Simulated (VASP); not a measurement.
# CsW (F-43m) in VASP: further runs

Runs on CsW. Level: PBE. Tasks: single point.

All numbers are computed with VASP 6.6.1; they aren't measurements. Logs are shortened: lines on timing, memory, paths and dates and some standing lists are left out, and cuts for length are marked.

**1. The cell of the first run**

It takes space group F-43m (No. 216, cubic). Conventional cell: a = 8.971 Å, b = 8.971 Å, c = 8.971 Å, α = 90.00°, β = 90.00°, γ = 90.00°. Within 5.1 Å of Cs (site symmetry -43m) lie 4 W at 3.88 Å. W (site symmetry -43m) has 4 Cs at 3.88 Å within 5.1 Å.

**2. Single point, PBE**

The input, INCAR:

```
SYSTEM = CsW
ALGO = Normal
EDIFF = 1E-6
ENCUT = 500
GGA = PE
GGA_COMPAT = .False.
ISIF = 2
ISMEAR = 0
LASPH = .True.
LCHARG = .False.
LREAL = .False.
LWAVE = .False.
NBANDS = 18
NELM = 120
PREC = Accurate
SIGMA = 0.1
```

The input, KPOINTS:

```
k-points
0
Gamma
  4 4 4
  0 0 0
```

The input, POSCAR:

```
CsW
1.0
    0.0000000000      4.4853613700      4.4853613700
    4.4853613700      0.0000000000      4.4853613700
    4.4853613700      4.4853613700      0.0000000000
Cs W
1 1
Direct
    0.0000000000      0.0000000000      0.0000000000
    0.7500000000      0.7500000000      0.7500000000
```

Potentials or basis: VASP PAW PBE potentials, release 64 (Cs_sv, W_sv).

Started as:

```bash
> cat potpaw_PBE.64/Cs_sv/POTCAR potpaw_PBE.64/W_sv/POTCAR > POTCAR
> mpirun -np 1 vasp_std > vasp.out
```

OUTCAR:

```text
SYSTEM = CsW
   EDIFF = 1E-6
   ENCUT = 500
   GGA = PE
   ISIF = 2
   ISMEAR = 0
   LASPH = .True.
   LREAL = .False.
   NELM = 120
   PREC = Accurate

 ion  position               nearest neighbor table
   1  0.000  0.000  0.000-
   2  0.750  0.750  0.750-

  LATTYP: Found a face centered cubic cell.
 ALAT       =     8.9707227400

  Lattice vectors:

 A1 = (   0.0000000000,   4.4853613700,   4.4853613700)
 A2 = (   4.4853613700,   0.0000000000,   4.4853613700)
 A3 = (   4.4853613700,   4.4853613700,   0.0000000000)

Analysis of symmetry for initial positions (statically):
=====================================================================
 Subroutine PRICEL returns:
 Original cell was already a primitive cell.

 Routine SETGRP: Setting up the symmetry group for a
 face centered cubic supercell.

 Subroutine GETGRP returns: Found 24 space group operations
 (whereof 24 operations were pure point group operations)
 out of a pool of 48 trial point group operations.

The static configuration has the point symmetry T_d .

Analysis of symmetry for dynamics (positions and initial velocities):
=====================================================================
 Subroutine PRICEL returns:
 Original cell was already a primitive cell.

 Routine SETGRP: Setting up the symmetry group for a
 face centered cubic supercell.

 Subroutine GETGRP returns: Found 24 space group operations
 (whereof 24 operations were pure point group operations)
 out of a pool of 48 trial point group operations.

The dynamic configuration has the point symmetry T_d .

 Subroutine INISYM returns: Found 24 space group operations
 (whereof 24 operations are pure point group operations),
 and found     1 'primitive' translations

----------------------------------------------------------------------------------------

                                     Primitive cell

  volume of cell :     180.4772

  direct lattice vectors                    reciprocal lattice vectors
     0.000000000  4.485361370  4.485361370    -0.111473738  0.111473738  0.111473738
     4.485361370  0.000000000  4.485361370     0.111473738 -0.111473738  0.111473738
     4.485361370  4.485361370  0.000000000     0.111473738  0.111473738 -0.111473738

  length of vectors
     6.343258882  6.343258882  6.343258882     0.193078179  0.193078179  0.193078179

  position of ions in fractional coordinates (direct lattice)
     0.000000000  0.000000000  0.000000000
     0.750000000  0.750000000  0.750000000

  ion indices of the primitive-cell ions
   primitive index   ion index
                 1           1
                 2           2

----------------------------------------------------------------------------------------

 KPOINTS: k-points

Automatic generation of k-mesh.
 Grid dimensions read from file:
 generate k-points for:    4    4    4

 Generating k-lattice:

  Cartesian coordinates                     Fractional coordinates (reciprocal lattice)
    -0.027868435  0.027868435  0.027868435     0.250000000  0.000000000  0.000000000
     0.027868435 -0.027868435  0.027868435     0.000000000  0.250000000  0.000000000
     0.027868435  0.027868435 -0.027868435     0.000000000  0.000000000  0.250000000

  Length of vectors
     0.048269545  0.048269545  0.048269545

  Shift w.r.t. Gamma in fractional coordinates (k-lattice)
     0.000000000  0.000000000  0.000000000

 Subroutine IBZKPT returns following result:
 ===========================================

 Found      8 irreducible k-points:

 Following reciprocal coordinates:
            Coordinates               Weight
  0.000000  0.000000  0.000000      1.000000
  0.250000  0.000000  0.000000      8.000000
  0.500000  0.000000  0.000000      4.000000
  0.250000  0.250000  0.000000      6.000000
  0.500000  0.250000  0.000000     24.000000
 -0.250000  0.250000  0.000000     12.000000
  0.500000  0.500000  0.000000      3.000000
 -0.250000  0.500000  0.250000      6.000000
   k-points           NKPTS =      8   k-points in BZ     NKDIM =      8   number of bands    NBANDS=     18
   number of dos      NEDOS =    301   number of ions     NIONS =      2
   total plane-waves  NPLWV = 110592
   dimension x,y,z NGX =    48 NGY =   48 NGZ =   48
   dimension x,y,z NGXF=    96 NGYF=   96 NGZF=   96
   ions per type =               1   1
   NGX,Y,Z   is equivalent  to a cutoff of  12.58, 12.58, 12.58 a.u.
   NGXF,Y,Z  is equivalent  to a cutoff of  25.16, 25.16, 25.16 a.u.
 SYSTEM =  CsW
   PREC   = accura    normal or accurate (medium, high low for compatibility)
   ISTART =      0    job   : 0-new  1-cont  2-samecut
   ICHARG =      2    charge: 1-file 2-atom 10-const
   ISPIN  =      1    spin polarized calculation?
   LNONCOLLINEAR =      F non collinear calculations
   LSORBIT =      F    spin-orbit coupling
   LASPH  =      T    aspherical Exc in radial PAW
   ENCUT  =  500.0 eV  36.75 Ry    6.06 a.u.  11.57 11.57 11.57*2*pi/ulx,y,z
   NELM   =    120;   NELMIN=  2; NELMDL= -5     # of ELM steps
   EDIFF  = 0.1E-05   stopping-criterion for ELM
   LREAL  =      F    real-space projection
   EDIFFG = 0.1E-04   stopping-criterion for IOM
   NSW    =      0    number of steps for IOM
   IBRION =     -1    ionic relax: 0-MD 1-quasi-New 2-CG
   NFREE  =      0    steps in history (QN), initial steepest desc. (CG)
   ISIF   =      2    stress and relaxation
   ISYM   =      2    0-nonsym 1-usesym 2-fastsym
   POTIM  = 0.5000    time-step for ionic-motion
   TEBEG  =    0.0;   TEEND  =   0.0 temperature during run
   PSTRESS=    0.0 pullay stress
   NELECT =      23.0000    total number of electrons
   NUPDOWN=      -1.0000    fix difference up-down
   EMIN   =  10.00;   EMAX   =-10.00  energy-range for DOS
   EFERMI =   0.00;   METHOD = LEGACY
   ISMEAR =     0;   SIGMA  =   0.10  broadening in eV -4-tet -1-fermi 0-gaus
   EFERMI_NEDOS =   21; number of points for ismear=-14 and -15
   IALGO  =     38    algorithm
   IMIX   =      4    mixing-type and parameters
     AMIX     =   0.40;   BMIX     =  1.00
     AMIX_MAG =   1.60;   BMIX_MAG =  1.00
  volume/ion in A,a.u.               =      90.24       608.96
  Fermi-wavevector in a.u.,A,eV,Ry     =   0.823841  1.556834  9.234462  0.678714
  Thomas-Fermi vector in A             =   1.935422
   LORBIT       =      0    0 simple, 1 ext, 2 COOP (PROOUT), +10 PAW based schemes
   GGA     = PE    functional components
   LHFCALC =     F    Hartree Fock is set to
   AEXX    =    0.0000 exact exchange contribution
   IVDW    =     0    specifies the selected vdW correction
   LEPSILON=     F    determine dielectric tensor
   LRPA    =     F    only Hartree local field effects (RPA)
 non-spin polarized calculation
 Gauss-broadening in eV      SIGMA  =   0.10
  energy-cutoff  :      500.00
  volume of cell :      180.48
 maximum number of plane-waves:      4621
 NGX is ok and might be reduce to    48
   NGX = 23   NGY = 23   NGZ = 23

 number of electron      22.9999999 magnetization

 Free energy of the ion-electron system (eV)
  ---------------------------------------------------
  ext. energy  EPLUGINS =         0.00000000
  ---------------------------------------------------
  free energy    TOTEN  =        -4.58247317 eV

  energy without entropy =       -4.41140096  energy(sigma->0) =       -4.49693706

 E-fermi :  -0.2858     XC(G=0):  -5.5159

 val. band max:       -0.2987201000   @ k =   0.5000   0.0000   0.0000
 cond. band min:      -0.2785951781   @ k =   0.2500   0.0000   0.0000
 fundamental gap:      0.0201249219
 Fermi energy:        -0.2858449663

 k-point     1 :       0.0000    0.0000    0.0000
  band No.  band energies     occupation
      1     -74.2187      2.00000
      2     -38.4122      2.00000
      3     -38.4122      2.00000
      4     -38.4122      2.00000
      5     -22.9241      2.00000
      6      -9.7547      2.00000
[... 10 lines left out ...]
     17       1.8902      0.00000
     18       3.2213      0.00000

 k-point     2 :       0.2500    0.0000    0.0000
  band No.  band energies     occupation
      1     -74.2187      2.00000
      2     -38.4122      2.00000
      3     -38.4122      2.00000
      4     -38.4122      2.00000
      5     -22.9236      2.00000
      6      -9.7742      2.00000
[... 10 lines left out ...]
     17       1.9960      0.00000
     18       4.2149      0.00000

 k-point     3 :       0.5000    0.0000    0.0000
  band No.  band energies     occupation
      1     -74.2187      2.00000
      2     -38.4122      2.00000
      3     -38.4122      2.00000
      4     -38.4122      2.00000
      5     -22.9231      2.00000
      6      -9.7932      2.00000
[... 10 lines left out ...]
     17       2.0888      0.00000
     18       4.0701      0.00000

 k-point     4 :       0.2500    0.2500    0.0000
  band No.  band energies     occupation
      1     -74.2186      2.00000
      2     -38.4122      2.00000
      3     -38.4122      2.00000
      4     -38.4122      2.00000
      5     -22.9234      2.00000
      6      -9.7759      2.00000
[... 10 lines left out ...]
     17       2.0260      0.00000
     18       3.5212      0.00000

 k-point     5 :       0.5000    0.2500    0.0000
  band No.  band energies     occupation
      1     -74.2187      2.00000
      2     -38.4122      2.00000
      3     -38.4122      2.00000
      4     -38.4122      2.00000
      5     -22.9230      2.00000
      6      -9.7891      2.00000
[... 10 lines left out ...]
     17       2.1525      0.00000
     18       3.3818      0.00000

 k-point     6 :      -0.2500    0.2500    0.0000
  band No.  band energies     occupation
      1     -74.2187      2.00000
      2     -38.4122      2.00000
      3     -38.4122      2.00000
      4     -38.4122      2.00000
      5     -22.9231      2.00000
      6      -9.7838      2.00000
[... 10 lines left out ...]
     17       2.1077      0.00000
     18       3.8961      0.00000

 k-point     7 :       0.5000    0.5000    0.0000
  band No.  band energies     occupation
      1     -74.2186      2.00000
      2     -38.4122      2.00000
      3     -38.4122      2.00000
      4     -38.4122      2.00000
      5     -22.9228      2.00000
      6      -9.7963      2.00000
[... 10 lines left out ...]
     17       2.2779      0.00000
     18       2.8886      0.00000

 k-point     8 :      -0.2500    0.5000    0.2500
  band No.  band energies     occupation
      1     -74.2187      2.00000
      2     -38.4122      2.00000
      3     -38.4122      2.00000
      4     -38.4122      2.00000
      5     -22.9228      2.00000
      6      -9.7878      2.00000
[... 10 lines left out ...]
     17       2.0902      0.00000
     18       3.2459      0.00000

------------------------ aborting loop because EDIFF is reached ----------------------------------------

  FORCE on cell =-STRESS in cart. coord.  units (eV):
  Direction    XX          YY          ZZ          XY          YZ          ZX
  --------------------------------------------------------------------------------------
  -------------------------------------------------------------------------------------
  Total       -0.8351625     -0.8351625     -0.8351625     -0.0000000      0.0000000     -0.0000000
  in kB       -7.4141143     -7.4141143     -7.4141143     -0.0000000      0.0000000     -0.0000000
  external PRESSURE =      -7.4141143 kB  Pullay stress =       0.0000000 kB

 VOLUME and BASIS-vectors are now :
 -----------------------------------------------------------------------------
  energy-cutoff  :      500.00
  volume of cell :      180.48
      direct lattice vectors                 reciprocal lattice vectors
     0.000000000  4.485361370  4.485361370    -0.111473738  0.111473738  0.111473738
     4.485361370  0.000000000  4.485361370     0.111473738 -0.111473738  0.111473738
     4.485361370  4.485361370  0.000000000     0.111473738  0.111473738 -0.111473738

 POSITION                                       TOTAL-FORCE (eV/Angst)
 -----------------------------------------------------------------------------------
      0.00000      0.00000      0.00000         0.000000      0.000000      0.000000
      6.72804      6.72804      6.72804        -0.000000     -0.000000     -0.000000
 -----------------------------------------------------------------------------------
    total drift:                               -0.000000     -0.000000     -0.000000

  FREE ENERGIE OF THE ION-ELECTRON SYSTEM (eV)
  ---------------------------------------------------
  free  energy   TOTEN  =        -4.5824731657 eV

  energy  without entropy=       -4.4114009597  energy(sigma->0) =       -4.49693706
```

It took 30 s on 1 thread of Oxide Virtual Turin-like, shared host; peak memory 0.28 GiB.

What came out:

| Item | Value |
| --- | --- |
| Free energy | -4.5825 eV |
| Pressure | -0.7 GPa |
| Band gap on the k mesh | zero (an odd number of electrons rules out a gap without spin polarisation) |

Levels at points of the mesh, in eV from the Fermi level:
| k point | band 8 | band 9 | band 10 | band 11 | band 12 | band 13 | band 14 | band 15 |
| --- | --- | --- | --- | --- | --- | --- | --- | --- |
| (0.00, 0.00, 0.00) | -9.47 | -2.47 | -0.04 | -0.04 | 0.07 | 0.07 | 0.07 | 2.18 |
| (0.50, 0.00, 0.00) | -9.47 | -1.90 | -0.06 | -0.01 | -0.01 | 0.05 | 0.05 | 0.93 |
| (0.50, 0.50, 0.00) | -9.48 | -1.68 | -0.17 | -0.12 | 0.06 | 0.06 | 0.10 | 0.84 |

Caveat: spin-orbit coupling is left out, which moves the levels of the heavy elements.

[end of part 1 of 2]

The gap in the log of VASP goes by the Fermi energy; the results here count the filled bands.